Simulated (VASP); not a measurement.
# Cs2PbI2Cl2 (I4/mmm) in VASP: further runs

Cs2PbI2Cl2 is run at these levels: PBE; tasks: single point.

Program: VASP 6.6.1. These are calculated values, not measurements. Logs are shortened: lines on timing, memory, paths and dates and some standing lists are left out, and cuts for length are marked.

## (1) The cell of the first run

It takes space group I4/mmm (No. 139, tetragonal). Conventional cell: a = 5.768 Å, b = 5.768 Å, c = 19.486 Å, α = 90.00°, β = 90.00°, γ = 90.00°. Cs (site symmetry 4mm) has 4 Cl at 3.86 Å and 5 I at 3.94 to 4.13 Å and 4 Pb at 4.82 Å and 1 Cs at 5.12 Å within 5.2 Å. Within 3.8 Å of Pb (site symmetry 4/mmm) lie 4 Cl at 2.88 Å and 2 I at 3.24 Å. Within 4.4 Å of I (site symmetry 4mm) lie 1 Pb at 3.24 Å and 5 Cs at 3.94 to 4.13 Å and 4 Cl at 4.34 Å. Within 3.9 Å of Cl (site symmetry mmm) lie 2 Pb at 2.88 Å and 4 Cs at 3.86 Å.

## (2) Single point, PBE

Contents of INCAR:

```
SYSTEM = Cs2PbI2Cl2
PREC = Accurate ; ENCUT = 520
EDIFF = 1E-6 ; ISMEAR = 0
SIGMA = 0.1 ; LREAL = .FALSE.
LASPH = .TRUE. ; NELM = 100
ALGO = Normal ; ISIF = 2
LWAVE = .FALSE. ; LCHARG = .FALSE.
GGA = PE ; NBANDS = 39
```

Contents of KPOINTS:

```
Automatic mesh
0
G
  4 4 4
  0 0 0
```

Contents of POSCAR:

```
Cs2PbI2Cl2
1.0
   -2.8838975000      2.8838975000      9.7428095000
    2.8838975000     -2.8838975000      9.7428095000
    2.8838975000      2.8838975000     -9.7428095000
Cs Pb I Cl
2 1 2 2
Direct
    0.3686450000      0.3686450000      0.0000000000
    0.6313550000      0.6313550000      0.0000000000
    0.0000000000      0.0000000000      0.0000000000
    0.1663280000      0.1663280000      0.0000000000
    0.8336720000      0.8336720000      0.0000000000
    0.5000000000      0.0000000000      0.5000000000
    0.0000000000      0.5000000000      0.5000000000
```

Potentials or basis: VASP PAW PBE potentials, release 64 (Cs_sv, Pb_d, I, Cl).

On the command line:

```sh
$ cat potpaw_PBE.64/Cs_sv/POTCAR potpaw_PBE.64/Pb_d/POTCAR potpaw_PBE.64/I/POTCAR potpaw_PBE.64/Cl/POTCAR > POTCAR
$ mpirun -np 1 vasp_std > vasp.out
```

OUTCAR:

```text
SYSTEM = Cs2PbI2Cl2
   PREC = Accurate
   ENCUT = 520
   EDIFF = 1E-6
   ISMEAR = 0
   LREAL = .FALSE.
   LASPH = .TRUE.
   NELM = 100
   ISIF = 2
   GGA = PE

 ion  position               nearest neighbor table
   1  0.369  0.369  0.000-
   2  0.631  0.631  0.000-
   3  0.000  0.000  0.000-   6 2.88   7 2.88   7 2.88   6 2.88   4 3.24   5 3.24
   4  0.166  0.166  0.000-   3 3.24
   5  0.834  0.834  0.000-   3 3.24
   6  0.500  0.000  0.500-   3 2.88   3 2.88
   7  0.000  0.500  0.500-   3 2.88   3 2.88

  LATTYP: Found a body centered tetragonal cell.
 ALAT       =     5.7677950000
 C/A-ratio  =     3.3783480516

  Lattice vectors:

 A1 = (  -2.8838975000,   2.8838975000,   9.7428095000)
 A2 = (   2.8838975000,  -2.8838975000,   9.7428095000)
 A3 = (   2.8838975000,   2.8838975000,  -9.7428095000)

Analysis of symmetry for initial positions (statically):
=====================================================================
 Subroutine PRICEL returns:
 Original cell was already a primitive cell.

 Routine SETGRP: Setting up the symmetry group for a
 body centered tetragonal supercell.

 Subroutine GETGRP returns: Found 16 space group operations
 (whereof 16 operations were pure point group operations)
 out of a pool of 16 trial point group operations.

The static configuration has the point symmetry D_4h.

Analysis of symmetry for dynamics (positions and initial velocities):
=====================================================================
 Subroutine PRICEL returns:
 Original cell was already a primitive cell.

 Routine SETGRP: Setting up the symmetry group for a
 body centered tetragonal supercell.

 Subroutine GETGRP returns: Found 16 space group operations
 (whereof 16 operations were pure point group operations)
 out of a pool of 16 trial point group operations.

The dynamic configuration has the point symmetry D_4h.

 Subroutine INISYM returns: Found 16 space group operations
 (whereof 16 operations are pure point group operations),
 and found     1 'primitive' translations

----------------------------------------------------------------------------------------

                                     Primitive cell

  volume of cell :     324.1185

  direct lattice vectors                    reciprocal lattice vectors
[... 87 lines left out ...]
   EDIFFG = 0.1E-04   stopping-criterion for IOM
   NSW    =      0    number of steps for IOM
   IBRION =     -1    ionic relax: 0-MD 1-quasi-New 2-CG
   NFREE  =      0    steps in history (QN), initial steepest desc. (CG)
   ISIF   =      2    stress and relaxation
   ISYM   =      2    0-nonsym 1-usesym 2-fastsym
   POTIM  = 0.5000    time-step for ionic-motion
   TEBEG  =    0.0;   TEEND  =   0.0 temperature during run
   PSTRESS=    0.0 pullay stress
   NELECT =      60.0000    total number of electrons
   NUPDOWN=      -1.0000    fix difference up-down
   EMIN   =  10.00;   EMAX   =-10.00  energy-range for DOS
   EFERMI =   0.00;   METHOD = LEGACY
   ISMEAR =     0;   SIGMA  =   0.10  broadening in eV -4-tet -1-fermi 0-gaus
   EFERMI_NEDOS =   21; number of points for ismear=-14 and -15
   IALGO  =     38    algorithm
   IMIX   =      4    mixing-type and parameters
     AMIX     =   0.40;   BMIX     =  1.00
     AMIX_MAG =   1.60;   BMIX_MAG =  1.00
  volume/ion in A,a.u.               =      46.30       312.47
  Fermi-wavevector in a.u.,A,eV,Ry     =   0.933019  1.763151 11.844212  0.870525
  Thomas-Fermi vector in A             =   2.059677
   LORBIT       =      0    0 simple, 1 ext, 2 COOP (PROOUT), +10 PAW based schemes
   GGA     = PE    functional components
   LHFCALC =     F    Hartree Fock is set to
   AEXX    =    0.0000 exact exchange contribution
   IVDW    =     0    specifies the selected vdW correction
   LEPSILON=     F    determine dielectric tensor
   LRPA    =     F    only Hartree local field effects (RPA)
 non-spin polarized calculation
 Gauss-broadening in eV      SIGMA  =   0.10
  energy-cutoff  :      520.00
  volume of cell :      324.12
 maximum number of plane-waves:      8753
 NGX is ok and might be reduce to    80
   NGX = 39   NGY = 39   NGZ = 39

 number of electron      60.0000000 magnetization

 Free energy of the ion-electron system (eV)
  ---------------------------------------------------
  ext. energy  EPLUGINS =         0.00000000
  ---------------------------------------------------
  free energy    TOTEN  =       -22.08902152 eV

  energy without entropy =      -22.08902152  energy(sigma->0) =      -22.08902152

 E-fermi :   0.9276     XC(G=0):  -7.2651

 val. band max:        0.4086881631   @ k =   0.5000   0.5000  -0.0000
 cond. band min:       2.9225224342   @ k =   0.5000   0.5000  -0.0000
 fundamental gap:      2.5138342711
 Fermi energy:         0.9275973361

 k-point     1 :       0.0000    0.0000    0.0000
  band No.  band energies     occupation
      1     -20.0610      2.00000
      2     -20.0566      2.00000
      3     -15.8261      2.00000
      4     -15.7128      2.00000
      5     -15.6771      2.00000
      6     -15.6479      2.00000
[... 535 lines left out ...]
     38       6.0576      0.00000
     39       6.2581      0.00000

------------------------ aborting loop because EDIFF is reached ----------------------------------------

  FORCE on cell =-STRESS in cart. coord.  units (eV):
  Direction    XX          YY          ZZ          XY          YZ          ZX
  --------------------------------------------------------------------------------------
  -------------------------------------------------------------------------------------
  Total       -0.0653428     -0.0653428     -0.0502870      0.0000000      0.0000000      0.0000000
  in kB       -0.3230015     -0.3230015     -0.2485777      0.0000000      0.0000000      0.0000000
  external PRESSURE =      -0.2981936 kB  Pullay stress =       0.0000000 kB

 VOLUME and BASIS-vectors are now :
 -----------------------------------------------------------------------------
  energy-cutoff  :      520.00
  volume of cell :      324.12
      direct lattice vectors                 reciprocal lattice vectors
    -2.883897500  2.883897500  9.742809500     0.000000000  0.173376481  0.051319899
     2.883897500 -2.883897500  9.742809500     0.173376481  0.000000000  0.051319899
     2.883897500  2.883897500 -9.742809500     0.173376481  0.173376481  0.000000000

 POSITION                                       TOTAL-FORCE (eV/Angst)
 -----------------------------------------------------------------------------------
      0.00000      0.00000      7.18328        -0.000000     -0.000000     -0.003641
      0.00000      0.00000     12.30234         0.000000      0.000000      0.003641
      0.00000      0.00000      0.00000         0.000000      0.000000     -0.000000
      0.00000      0.00000      3.24100        -0.000000     -0.000000     -0.008210
      0.00000      0.00000     16.24461         0.000000      0.000000      0.008210
      0.00000      2.88390      0.00000         0.000000      0.000000     -0.000000
      2.88390      0.00000      0.00000         0.000000      0.000000     -0.000000
 -----------------------------------------------------------------------------------
    total drift:                               -0.000000      0.000000      0.000000

  FREE ENERGIE OF THE ION-ELECTRON SYSTEM (eV)
  ---------------------------------------------------
  free  energy   TOTEN  =       -22.0890215180 eV

  energy  without entropy=      -22.0890215180  energy(sigma->0) =      -22.08902152
```

Run time: 8.6 min. Hardware: 1 thread of Intel Xeon Platinum 8175M at 2.50GHz (Skylake/Cascade Lake), shared host; peak memory 1.1 GiB.

What came out:

- Free energy: -22.0890 eV
- Pressure: 0.0 GPa
- Largest force: 0.008 eV/Å
- Band gap on the k mesh: 2.51 eV

Forces on the atoms (eV/Å):
```
Cs   0.000  0.000 -0.004
Cs   0.000  0.000  0.004
Pb   0.000  0.000  0.000
I    0.000  0.000 -0.008
I    0.000  0.000  0.008
Cl   0.000  0.000  0.000
Cl   0.000  0.000  0.000
```

Caveat: spin-orbit coupling is left out, which moves the levels of the heavy elements.

## (3) Single point, PBE

Contents of INCAR:

```
ALGO = Normal
EDIFF = 1E-6
ENCUT = 520
GGA = PE
ISIF = 2
ISMEAR = 0
LASPH = True
LCHARG = True
LELF = True
LREAL = False
LVHAR = True
LWAVE = False
NBANDS = 39
NELM = 60
PREC = Accurate
SIGMA = 0.02
```

Contents of KPOINTS:

```
k-points
0
Gamma
  6 6 6
```

Contents of POSCAR:

```
Cs2PbI2Cl2
1.0
   -2.8820472533      2.8820472533      9.7442251588
    2.8820472533     -2.8820472533      9.7442251588
    2.8820472533      2.8820472533     -9.7442251588
Cs Pb I Cl
2 1 2 2
Direct
    0.3685174570      0.3685174570      0.0000000000
    0.6314825430      0.6314825430      0.0000000000
    0.0000000000      0.0000000000      0.0000000000
    0.1662517322      0.1662517322      0.0000000000
    0.8337482678      0.8337482678      0.0000000000
    0.5000000000      0.0000000000      0.5000000000
    0.0000000000      0.5000000000      0.5000000000
```

Potentials or basis: VASP PAW PBE potentials, release 64 (Cs_sv, Pb_d, I, Cl).

On the command line:

```sh
$ cat potpaw_PBE.64/Cs_sv/POTCAR potpaw_PBE.64/Pb_d/POTCAR potpaw_PBE.64/I/POTCAR potpaw_PBE.64/Cl/POTCAR > POTCAR
$ mpirun -np 1 vasp_std > vasp.out
```

OUTCAR:

```text
EDIFF = 1E-6
   ENCUT = 520
   GGA = PE
   ISIF = 2
   ISMEAR = 0
   LASPH = True
   LREAL = False
   NELM = 60
   PREC = Accurate

 ion  position               nearest neighbor table
   1  0.369  0.369  0.000-
   2  0.631  0.631  0.000-
   3  0.000  0.000  0.000-   6 2.88   7 2.88   7 2.88   6 2.88   4 3.24   5 3.24
   4  0.166  0.166  0.000-   3 3.24
   5  0.834  0.834  0.000-   3 3.24
   6  0.500  0.000  0.500-   3 2.88   3 2.88
   7  0.000  0.500  0.500-   3 2.88   3 2.88

  LATTYP: Found a body centered tetragonal cell.
 ALAT       =     5.7640945066
 C/A-ratio  =     3.3810081176

  Lattice vectors:

 A1 = (  -2.8820472533,   2.8820472533,   9.7442251588)
 A2 = (   2.8820472533,  -2.8820472533,   9.7442251588)
 A3 = (   2.8820472533,   2.8820472533,  -9.7442251588)

Analysis of symmetry for initial positions (statically):
=====================================================================
 Subroutine PRICEL returns:
 Original cell was already a primitive cell.

 Routine SETGRP: Setting up the symmetry group for a
 body centered tetragonal supercell.

 Subroutine GETGRP returns: Found 16 space group operations
 (whereof 16 operations were pure point group operations)
 out of a pool of 16 trial point group operations.

The static configuration has the point symmetry D_4h.

Analysis of symmetry for dynamics (positions and initial velocities):
=====================================================================
 Subroutine PRICEL returns:
 Original cell was already a primitive cell.

 Routine SETGRP: Setting up the symmetry group for a
 body centered tetragonal supercell.

 Subroutine GETGRP returns: Found 16 space group operations
 (whereof 16 operations were pure point group operations)
 out of a pool of 16 trial point group operations.
[... 125 lines left out ...]
   EFERMI =   0.00;   METHOD = LEGACY
   ISMEAR =     0;   SIGMA  =   0.02  broadening in eV -4-tet -1-fermi 0-gaus
   EFERMI_NEDOS =   21; number of points for ismear=-14 and -15
   IALGO  =     38    algorithm
   IMIX   =      4    mixing-type and parameters
     AMIX     =   0.40;   BMIX     =  1.00
     AMIX_MAG =   1.60;   BMIX_MAG =  1.00
  volume/ion in A,a.u.               =      46.25       312.11
  Fermi-wavevector in a.u.,A,eV,Ry     =   0.933373  1.763820 11.853204  0.871186
  Thomas-Fermi vector in A             =   2.060068
   LORBIT       =      0    0 simple, 1 ext, 2 COOP (PROOUT), +10 PAW based schemes
   GGA     = PE    functional components
   LHFCALC =     F    Hartree Fock is set to
   AEXX    =    0.0000 exact exchange contribution
   IVDW    =     0    specifies the selected vdW correction
   LEPSILON=     F    determine dielectric tensor
   LRPA    =     F    only Hartree local field effects (RPA)
 non-spin polarized calculation
 Gauss-broadening in eV      SIGMA  =   0.02
  energy-cutoff  :      520.00
  volume of cell :      323.75
 maximum number of plane-waves:      8752
 NGX is ok and might be reduce to    80
   NGX = 39   NGY = 39   NGZ = 39

 number of electron      60.0000000 magnetization

 Free energy of the ion-electron system (eV)
  ---------------------------------------------------
  ext. energy  EPLUGINS =         0.00000000
  ---------------------------------------------------
  free energy    TOTEN  =       -22.09864965 eV

  energy without entropy =      -22.09864965  energy(sigma->0) =      -22.09864965

 E-fermi :   0.5703     XC(G=0):  -7.2698

 val. band max:        0.4206906744   @ k =   0.5000   0.5000  -0.0000
 cond. band min:       2.9354389794   @ k =   0.5000   0.5000  -0.0000
 fundamental gap:      2.5147483049
 Fermi energy:         0.5703172962

 k-point     1 :       0.0000    0.0000    0.0000
  band No.  band energies     occupation
      1     -20.0533      2.00000
      2     -20.0489      2.00000
      3     -15.8114      2.00000
      4     -15.6987      2.00000
      5     -15.6598      2.00000
      6     -15.6320      2.00000
[... 997 lines left out ...]
     38       6.0756      0.00000
     39       6.3731      0.00000

 [... further k-points ...]
[... 5 lines left out ...]
  --------------------------------------------------------------------------------------
  -------------------------------------------------------------------------------------
  Total       -0.0822316     -0.0822316     -0.0118928      0.0000000     -0.0000000     -0.0000000
  in kB       -0.4069488     -0.4069488     -0.0588554      0.0000000     -0.0000000     -0.0000000
  external PRESSURE =      -0.2909177 kB  Pullay stress =       0.0000000 kB

 VOLUME and BASIS-vectors are now :
 -----------------------------------------------------------------------------
  energy-cutoff  :      520.00
  volume of cell :      323.75
      direct lattice vectors                 reciprocal lattice vectors
    -2.882047253  2.882047253  9.744225159     0.000000000  0.173487787  0.051312443
     2.882047253 -2.882047253  9.744225159     0.173487787  0.000000000  0.051312443
     2.882047253  2.882047253 -9.744225159     0.173487787  0.173487787  0.000000000

 POSITION                                       TOTAL-FORCE (eV/Angst)
 -----------------------------------------------------------------------------------
      0.00000      0.00000      7.18183        -0.000000     -0.000000     -0.002188
      0.00000      0.00000     12.30662         0.000000      0.000000      0.002188
      0.00000      0.00000      0.00000         0.000000      0.000000      0.000000
      0.00000      0.00000      3.23999        -0.000000     -0.000000     -0.002156
      0.00000      0.00000     16.24846         0.000000      0.000000      0.002156
      0.00000      2.88205      0.00000         0.000000      0.000000     -0.000000
      2.88205      0.00000      0.00000         0.000000      0.000000      0.000000
 -----------------------------------------------------------------------------------
    total drift:                                0.000000     -0.000000     -0.000000

  FREE ENERGIE OF THE ION-ELECTRON SYSTEM (eV)
  ---------------------------------------------------
  free  energy   TOTEN  =       -22.0986496525 eV

  energy  without entropy=      -22.0986496525  energy(sigma->0) =      -22.09864965
```

OSZICAR:

```text
N       E                     dE             d eps       ncg     rms          rms(c)
DAV:   1     0.506992406210E+03    0.50699E+03   -0.23949E+04  2340   0.129E+03
DAV:   2     0.411064311231E+02   -0.46589E+03   -0.45077E+03  2988   0.282E+02
DAV:   3    -0.202640500682E+02   -0.61370E+02   -0.61037E+02  2848   0.116E+02
DAV:   4    -0.228863100343E+02   -0.26223E+01   -0.26148E+01  3099   0.316E+01
DAV:   5    -0.229809747408E+02   -0.94665E-01   -0.94640E-01  3081   0.470E+00    0.465E+00
DAV:   6    -0.221260250233E+02    0.85495E+00   -0.15211E+00  3684   0.938E+00    0.317E+00
DAV:   7    -0.220754949698E+02    0.50530E-01   -0.70143E-01  3397   0.363E+00    0.184E+00
DAV:   8    -0.220980002579E+02   -0.22505E-01   -0.87961E-02  3292   0.184E+00    0.290E-01
DAV:   9    -0.220970047213E+02    0.99554E-03   -0.20784E-02  3498   0.858E-01    0.147E-01
DAV:  10    -0.220979649732E+02   -0.96025E-03   -0.29353E-03  2869   0.203E-01    0.973E-02
DAV:  11    -0.220985824913E+02   -0.61752E-03   -0.77395E-04  3168   0.153E-01    0.315E-02
DAV:  12    -0.220986217820E+02   -0.39291E-04   -0.56691E-05  3237   0.331E-02    0.207E-02
DAV:  13    -0.220986496123E+02   -0.27830E-04   -0.53558E-05  2717   0.277E-02    0.113E-02
DAV:  14    -0.220986496525E+02   -0.40281E-07   -0.16356E-06  2286   0.765E-03
   1 F= -.22098650E+02 E0= -.22098650E+02  d E =-.869991E-28
```

It took 19 min on 1 thread of Intel Xeon Platinum 8175M at 2.50GHz (Skylake/Cascade Lake), shared host; peak memory 1.2 GiB.

What came out:

```yaml
Free_energy: -22.0986 eV
Pressure: 0.0 GPa
Band_gap_on_the_k_mesh: 2.51 eV
```

Forces in eV/Å, atoms in the order of the input:
```
Cs   0.000  0.000 -0.002
Cs   0.000  0.000  0.002
Pb   0.000  0.000  0.000
I    0.000  0.000 -0.002
I    0.000  0.000  0.002
Cl   0.000  0.000  0.000
Cl   0.000  0.000  0.000
```

Caveat: spin-orbit coupling is left out, which moves the levels of the heavy elements. A k mesh can miss the band edges.
